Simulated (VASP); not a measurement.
Write the native input for VASP 6.6.1 that does the following.

| Item | Value |
| --- | --- |
| Task | single point |
| Functional | r2SCAN |
| Potentials or basis | VASP PAW PBE potentials, release 64 (Sc_sv) |
| Cutoff | 520 eV |
| k mesh | 9 × 9 × 5 |
| Occupations | gaussian, width 0.1 eV |
| Spin | no spin polarisation |
| Dipole correction | no |
| Further INCAR settings | ALGO = Normal; EDIFF = 1e-06; NBANDS = 18 |

The system is Sc.

```
Sc
1.0
     3.08646    0.00000    0.00000
    -1.54323    2.67295    0.00000
     0.00000    0.00000    4.72338
Sc
2
Cartesian
  0.0000 1.7820 1.1808
  1.5432 0.8910 3.5425
```

The input as run:

POSCAR

```
Sc
1.0
    3.0864588454      0.0000000000      0.0000000000
   -1.5432294227      2.6729517679      0.0000000000
    0.0000000000      0.0000000000      4.7233814952
Sc
2
Direct
    0.3333333333      0.6666666667      0.2500000000
    0.6666666667      0.3333333333      0.7500000000
```

INCAR.step1

```
SYSTEM = Sc
  ALGO = Normal
  EDIFF = 1E-4
  ENCUT = 520
  GGA = PE
  ISMEAR = 0
  LASPH = .TRUE.
  LCHARG = .FALSE.
  LREAL = .FALSE.
  LWAVE = .TRUE.
  NBANDS = 18
  NELM = 100
  PREC = Accurate
  SIGMA = 0.1
```

INCAR.step2

```
SYSTEM = Sc
  ALGO = Normal
  EDIFF = 1E-6
  ENCUT = 520
  ISIF = 2
  ISMEAR = 0
  ISTART = 1
  LASPH = .TRUE.
  LCHARG = .FALSE.
  LMIXTAU = .TRUE.
  LREAL = .FALSE.
  LWAVE = .FALSE.
  METAGGA = R2SCAN
  NBANDS = 18
  NELM = 100
  PREC = Accurate
  SIGMA = 0.1
```

KPOINTS

```
k-points
0
G
  9 9 5
  0 0 0
```

Potentials or basis: VASP PAW PBE potentials, release 64 (Sc_sv).

Run with:

```bash
$ cat potpaw_PBE.64/Sc_sv/POTCAR > POTCAR
$ cp INCAR.step1 INCAR
$ mpirun -np 1 vasp_std > vasp.out
$ cp INCAR.step2 INCAR
$ mpirun -np 1 vasp_std > vasp.out
```

It gave:

The pressure is 20.4 GPa. The band gap on the k mesh is zero (band 11 reaches 6.67 eV, above the bottom of band 12 at 4.44 eV).

Caveat: the PAW data sets were made with another functional, which shifts forces and pressure a little.

Wall time 39 s on 1 thread of Intel(R) Xeon(R) Platinum 8488C (Sapphire Rapids), on a shared host, peak memory 0.17 GiB.
